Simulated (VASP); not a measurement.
Input of a VASP 6.6.1 run:

Contents of INCAR:

```
PREC = Accurate
ENCUT = 520
EDIFF = 1E-6
ISMEAR = 0
SIGMA = 0.05
LREAL = False
LASPH = True
NELM = 150
ALGO = Fast
ISIF = 2
LWAVE = False
LCHARG = True
ISPIN = 2
MAGMOM = 2.91 0.68 0.68 0.68
LORBIT = 11
LMAXMIX = 4
GGA = PE
LELF = True
LVHAR = True
NBANDS = 31
```

The input KPOINTS:

```
regular mesh
0
Gamma
  10 10 10
```

File POSCAR:

```
FeNi3
1.0
    3.6814783182      0.0000000000      0.0000000000
    0.0000000000      3.6814783182      0.0000000000
    0.0000000000      0.0000000000      3.6814783182
Fe Ni
1 3
Direct
    0.0000000000      0.0000000000      0.0000000000
    0.0000000000      0.5000000000      0.5000000000
    0.5000000000      0.0000000000      0.5000000000
    0.5000000000      0.5000000000      0.0000000000
```

Potentials or basis: VASP PAW PBE potentials, release 64 (Fe, Ni).

Run with:

```sh
$ cat potpaw_PBE.64/Fe/POTCAR potpaw_PBE.64/Ni/POTCAR > POTCAR
$ mpirun -np 1 vasp_std > vasp.out
```

Task: What does it give for the site moments?

Result: Fe +3.04; Ni +0.68 μB.

Task: What does it give for the net moment?

Result: 5.01 μB per cell.

Task: Predict the pressure.

Result: -16.8 GPa.

Caveat: the cell stands under tension.
